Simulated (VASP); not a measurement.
The system is SrO.

```
CELL_PARAMETERS angstrom
0.00000 2.79228 2.79228
2.79228 0.00000 2.79228
2.79228 2.79228 0.00000
ATOMIC_POSITIONS crystal
Sr 0.00000 0.00000 0.00000
O 0.25000 0.25000 0.25000
```

Base run:

* Program: VASP 6.6.1
* Functional: PBE
* Potentials or basis: VASP PAW PBE potentials, release 64 (Sr_sv, O)
* Cutoff: 600 eV
* k mesh: 6 × 6 × 6
* Occupations: gaussian, width 0.01 eV
* Spin: no spin polarisation

Its results: band gap on the k mesh 2.53 eV, indirect (least direct gap 3.37 eV); pressure 1.4 GPa.

**Question.** The run is repeated on the same cell with these changes: k mesh from 6 × 6 × 6 to 3 × 3 × 3. What comes out?

**Answer.** Band gap on the k mesh 2.76 eV, indirect (least direct gap 3.37 eV); pressure 1.5 GPa.

Caveats: some runs use coarse meshes.

A k mesh can miss the band edges.
